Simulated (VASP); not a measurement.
# MgB15N15 (a cell with a defect) in VASP: further runs, part 2 of 2

VASP 6.6.1. The steps go on from the part before.

## (3) Relaxation of the atoms, PBE

File INCAR:

```
PREC = Accurate
ENCUT = 520
EDIFF = 1E-6
ISMEAR = 0
SIGMA = 0.01
LREAL = Auto
LASPH = T
NELM = 80
ALGO = Normal
ISIF = 2
LWAVE = F
LCHARG = F
GGA = PE
IBRION = 2
NSW = 100
EDIFFG = -0.03
```

File KPOINTS:

```
Automatic mesh
0
Gamma
  1 1 1
  0.25 0.25 0.25
```

File POSCAR:

```
MgB15N15
1.0
   -3.6241103800      3.6241103800     -3.6241103800
    3.6241103800      3.6241103800      3.6241103800
    3.6241103800     -3.6241103800     -3.6241103800
B Mg N
15 1 15
Direct
    0.0000000000      0.0000000000      0.0000000000
    0.0000000000      0.2500000000      0.7500000000
    0.0000000000      0.5000000000      0.5000000000
    0.0000000000      0.7500000000      0.2500000000
    0.2500000000      0.0000000000      0.7500000000
    0.2500000000      0.5000000000      0.2500000000
    0.2500000000      0.7500000000      0.0000000000
    0.5000000000      0.0000000000      0.5000000000
    0.5000000000      0.2500000000      0.2500000000
    0.5000000000      0.5000000000      0.0000000000
    0.5000000000      0.7500000000      0.7500000000
    0.7500000000      0.0000000000      0.2500000000
    0.7500000000      0.2500000000      0.0000000000
    0.7500000000      0.5000000000      0.7500000000
    0.7500000000      0.7500000000      0.5000000000
    0.2500000000      0.2500000000      0.5000000000
    0.0000000000      0.2500000000      0.0000000000
    0.0000000000      0.5000000000      0.7500000000
    0.0000000000      0.7500000000      0.5000000000
    0.2500000000      0.0000000000      0.0000000000
    0.2500000000      0.2500000000      0.7500000000
    0.2500000000      0.5000000000      0.5000000000
    0.2500000000      0.7500000000      0.2500000000
    0.5000000000      0.0000000000      0.7500000000
    0.5000000000      0.2500000000      0.5000000000
    0.5000000000      0.5000000000      0.2500000000
    0.5000000000      0.7500000000      0.0000000000
    0.7500000000      0.0000000000      0.5000000000
    0.7500000000      0.2500000000      0.2500000000
    0.7500000000      0.5000000000      0.0000000000
    0.7500000000      0.7500000000      0.7500000000
```

Potentials or basis: VASP PAW PBE potentials, release 64 (B, Mg, N).

Command:

```
> cat potpaw_PBE.64/B/POTCAR potpaw_PBE.64/Mg/POTCAR potpaw_PBE.64/N/POTCAR > POTCAR
> mpirun -np 1 vasp_std > vasp.out
```

OUTCAR:

```text
PREC = Accurate
   ENCUT = 520
   EDIFF = 1E-6
   ISMEAR = 0
   LREAL = Auto
   LASPH = T
   NELM = 80
   ISIF = 2
   GGA = PE
   IBRION = 2
   NSW = 100
   EDIFFG = -0.03

 ion  position               nearest neighbor table
   1  0.000  0.000  0.000-  17 1.57  20 1.57  31 1.57  16 2.56
   2  0.000  0.250  0.750-  17 1.57  18 1.57  21 1.57  28 1.57  16 2.56
   3  0.000  0.500  0.500-  18 1.57  19 1.57  22 1.57  29 1.57  16 2.56
   4  0.000  0.750  0.250-  19 1.57  23 1.57  30 1.57  16 2.56
   5  0.250  0.000  0.750-  19 1.57  20 1.57  21 1.57  24 1.57  16 2.56
   6  0.250  0.500  0.250-  17 1.57  22 1.57  23 1.57  26 1.57  16 2.56
   7  0.250  0.750  0.000-  18 1.57  20 1.57  23 1.57  27 1.57
   8  0.500  0.000  0.500-  23 1.57  24 1.57  25 1.57  28 1.57  16 2.56
   9  0.500  0.250  0.250-  20 1.57  25 1.57  26 1.57  29 1.57  16 2.56
  10  0.500  0.500  0.000-  21 1.57  26 1.57  27 1.57  30 1.57  16 2.56
  11  0.500  0.750  0.750-  22 1.57  24 1.57  27 1.57  31 1.57  16 2.56
  12  0.750  0.000  0.250-  27 1.57  28 1.57  29 1.57  16 2.56
  13  0.750  0.250  0.000-  17 1.57  24 1.57  29 1.57  30 1.57
  14  0.750  0.500  0.750-  18 1.57  25 1.57  30 1.57  31 1.57  16 2.56
  15  0.750  0.750  0.500-  19 1.57  26 1.57  28 1.57  31 1.57
  16  0.250  0.250  0.500-  21 1.57  22 1.57  25 1.57   6 2.56   8 2.56   9 2.56  10 2.56  11 2.56
                            14 2.56   2 2.56   3 2.56   5 2.56   1 2.56   4 2.56  12 2.56
  17  0.000  0.250  0.000-   1 1.57   2 1.57   6 1.57  13 1.57
  18  0.000  0.500  0.750-   2 1.57   3 1.57   7 1.57  14 1.57
  19  0.000  0.750  0.500-   3 1.57   4 1.57   5 1.57  15 1.57
  20  0.250  0.000  0.000-   1 1.57   5 1.57   7 1.57   9 1.57
  21  0.250  0.250  0.750-   2 1.57   5 1.57  10 1.57  16 1.57
  22  0.250  0.500  0.500-   3 1.57   6 1.57  11 1.57  16 1.57
  23  0.250  0.750  0.250-   4 1.57   6 1.57   7 1.57   8 1.57
  24  0.500  0.000  0.750-   5 1.57   8 1.57  11 1.57  13 1.57
  25  0.500  0.250  0.500-   8 1.57   9 1.57  14 1.57  16 1.57
  26  0.500  0.500  0.250-   6 1.57   9 1.57  10 1.57  15 1.57
  27  0.500  0.750  0.000-   7 1.57  10 1.57  11 1.57  12 1.57
  28  0.750  0.000  0.500-   2 1.57   8 1.57  12 1.57  15 1.57
  29  0.750  0.250  0.250-   3 1.57   9 1.57  12 1.57  13 1.57
  30  0.750  0.500  0.000-   4 1.57  10 1.57  13 1.57  14 1.57
  31  0.750  0.750  0.750-   1 1.57  11 1.57  14 1.57  15 1.57

  LATTYP: Found a body centered cubic cell.
 ALAT       =     7.2482207600
[... 217 lines left out ...]
  free energy    TOTEN  =      -251.40548780 eV

  energy without entropy =     -251.40548780  energy(sigma->0) =     -251.40548780

------------------------ aborting loop because EDIFF is reached ----------------------------------------

  FORCE on cell =-STRESS in cart. coord.  units (eV):
  Direction    XX          YY          ZZ          XY          YZ          ZX
  --------------------------------------------------------------------------------------
  -------------------------------------------------------------------------------------
  Total       22.3743250     22.3743250     22.3743250     -6.9083442      6.9083442      6.9083442
  in kB      188.2765726    188.2765726    188.2765726    -58.1326750     58.1326750     58.1326750
  external PRESSURE =     188.2765726 kB  Pullay stress =       0.0000000 kB
[... 176 lines left out ...]
  FREE ENERGIE OF THE ION-ELECTRON SYSTEM (eV)
  ---------------------------------------------------
  free  energy   TOTEN  =      -256.9306222735 eV

  energy  without entropy=     -256.9306222735  energy(sigma->0) =     -256.93062227

[... ionic steps 4 to 14 ...]

--------------------------------------- Ionic step       15  -------------------------------------------

 number of electron     122.0000010 magnetization

------------------------ aborting loop because EDIFF is reached ----------------------------------------
[... 125 lines left out ...]
--------------------------------------- Ionic step       17  -------------------------------------------

 number of electron     122.0000011 magnetization

 Free energy of the ion-electron system (eV)
  ---------------------------------------------------
  ext. energy  EPLUGINS =         0.00000000
  ---------------------------------------------------
  free energy    TOTEN  =      -257.74329604 eV

  energy without entropy =     -257.74329604  energy(sigma->0) =     -257.74329604

 E-fermi :   7.1792     XC(G=0): -12.6396

 val. band max:        7.0825471810   @ k =   0.2500   0.2500   0.2500
 cond. band min:      11.1216154627   @ k =   0.2500   0.2500   0.2500
 fundamental gap:      4.0390682817
 Fermi energy:         7.1792218837

 k-point     1 :       0.2500    0.2500    0.2500
  band No.  band energies     occupation
      1     -11.7179      2.00000
      2     -11.7179      2.00000
      3     -11.5627      2.00000
      4     -10.8556      2.00000
      5      -8.7112      2.00000
      6      -8.7112      2.00000
[... 65 lines left out ...]
     72      15.2459      0.00000
     73      15.4324      0.00000
 [bands above 73 left out]

------------------------ aborting loop because EDIFF is reached ----------------------------------------

  FORCE on cell =-STRESS in cart. coord.  units (eV):
  Direction    XX          YY          ZZ          XY          YZ          ZX
  --------------------------------------------------------------------------------------
  -------------------------------------------------------------------------------------
  Total       13.8661356     13.8661356     13.8661356     -0.8966952      0.8966952      0.8966952
  in kB      116.6814415    116.6814415    116.6814415     -7.5455547      7.5455547      7.5455547
  external PRESSURE =     116.6814415 kB  Pullay stress =       0.0000000 kB
[... 46 lines left out ...]
  FREE ENERGIE OF THE ION-ELECTRON SYSTEM (eV)
  ---------------------------------------------------
  free  energy   TOTEN  =      -257.7432960409 eV

  energy  without entropy=     -257.7432960409  energy(sigma->0) =     -257.74329604

 reached required accuracy - stopping structural energy minimisation
```

OSZICAR:

```text
N       E                     dE             d eps       ncg     rms          rms(c)
DAV:   1     0.579660339880E+03    0.57966E+03   -0.66110E+04   154   0.155E+03
DAV:   2    -0.229587580105E+03   -0.80925E+03   -0.78638E+03   191   0.342E+02
DAV:   3    -0.269544103283E+03   -0.39957E+02   -0.39748E+02   188   0.808E+01
DAV:   4    -0.270039387482E+03   -0.49528E+00   -0.49389E+00   188   0.931E+00
[... 146 lines left out ...]
       N       E                     dE             d eps       ncg     rms          rms(c)
DAV:   1    -0.257743293622E+03   -0.15702E-04   -0.37371E-03   154   0.246E-01    0.987E-03
DAV:   2    -0.257743297303E+03   -0.36802E-05   -0.64657E-05   188   0.320E-02    0.743E-03
DAV:   3    -0.257743296169E+03    0.11339E-05   -0.23706E-06   140   0.793E-03    0.364E-03
DAV:   4    -0.257743296041E+03    0.12780E-06   -0.13282E-06    82   0.481E-03
  17 F= -.25774330E+03 E0= -.25774330E+03  d E =-.555890E-03
```

Run time: 5.9 min. Hardware: 1 thread of Intel Xeon Platinum 8488C (Sapphire Rapids), shared host; peak memory 0.34 GiB.

Results:

* Free energy: -257.7433 eV
* Energy gained by relaxing: 204.4 meV/atom
* Ionic steps: 17
* Pressure after relaxing: 11.7 GPa
* Largest force after relaxing: 0.019 eV/Å
* Band gap on the k mesh: 4.04 eV

Forces on the atoms (eV/Å):
```
B   -0.009  0.009  0.009
B    0.009 -0.005  0.006
B    0.009 -0.006  0.005
B   -0.009 -0.009 -0.009
B   -0.006 -0.005 -0.009
B   -0.006  0.009  0.005
B    0.008 -0.002  0.002
B   -0.005 -0.006 -0.009
B   -0.005  0.009  0.006
B    0.001 -0.006 -0.001
B    0.001  0.001  0.006
B    0.009 -0.009  0.009
B   -0.002 -0.002 -0.008
B   -0.006  0.001 -0.001
B   -0.002  0.008  0.002
Mg   0.011  0.011 -0.011
N    0.004  0.012  0.000
N   -0.019 -0.002  0.002
N    0.004  0.000 -0.012
N    0.000  0.012 -0.004
N    0.007 -0.001 -0.007
N    0.007  0.007  0.001
N    0.000  0.004 -0.012
N   -0.002 -0.002  0.019
N   -0.001  0.007 -0.007
N   -0.002 -0.019  0.002
N   -0.006 -0.007  0.007
N    0.012  0.000 -0.004
N    0.012  0.004  0.000
N   -0.007 -0.007  0.006
N   -0.007 -0.006  0.007
```

Step by step:
```
step  energy change (eV)  largest force (eV/Å)  pressure (GPa)
   1              0.0000               14.9012           18.83
   2              7.2964               13.3668           26.58
   3             -5.5251                1.8919           12.03
   4             -5.5570                1.8192           11.98
   5             -5.5620                2.0419           11.96
   6             -6.0512                1.2059           12.12
   7             -6.1211                1.3727           11.97
   8             -6.2596                0.5700           12.07
   9             -6.2601                0.6127           12.06
  10             -6.3094                0.2914           11.82
  11             -6.3096                0.3085           11.80
  12             -6.3333                0.1411           11.64
  13             -6.3335                0.1323           11.65
  14             -6.3366                0.0943           11.62
  15             -6.3373                0.0576           11.63
  16             -6.3378                0.0336           11.68
  17             -6.3378                0.0189           11.67
```

Final structure:
```
B Mg N
1.0
    -3.62411    3.62411   -3.62411
     3.62411    3.62411    3.62411
     3.62411   -3.62411   -3.62411
B Mg N
15 1 15
Direct
  0.99429 0.99429 0.97818
  0.00792 0.25362 0.75691
  0.00792 0.50691 0.50362
  0.99429 0.72818 0.24429
  0.25362 0.00792 0.75691
  0.25362 0.50691 0.25792
  0.24962 0.75105 0.00105
  0.50691 0.00792 0.50362
  0.50691 0.25362 0.25792
  0.49777 0.49777 0.00179
  0.49777 0.75179 0.74777
  0.72818 0.99429 0.24429
  0.75105 0.24962 0.00105
  0.75179 0.49777 0.74777
  0.75105 0.75105 0.49962
  0.18273 0.18273 0.43273
  0.99933 0.24994 0.00656
  0.00737 0.50493 0.75493
  0.99933 0.75656 0.49994
  0.24994 0.99933 0.00656
  0.25222 0.25222 0.77960
  0.25222 0.52960 0.50222
  0.24994 0.75656 0.24933
  0.50493 0.00737 0.75493
  0.52960 0.25222 0.50222
  0.50493 0.50493 0.25737
  0.50064 0.75050 0.00050
  0.75656 0.99933 0.49994
  0.75656 0.24994 0.24933
  0.75050 0.50064 0.00050
  0.75050 0.75050 0.75064
```

Caveat: the k points lie up to 1.23 Å⁻¹ apart, too coarse for converged energies, forces and pressures.
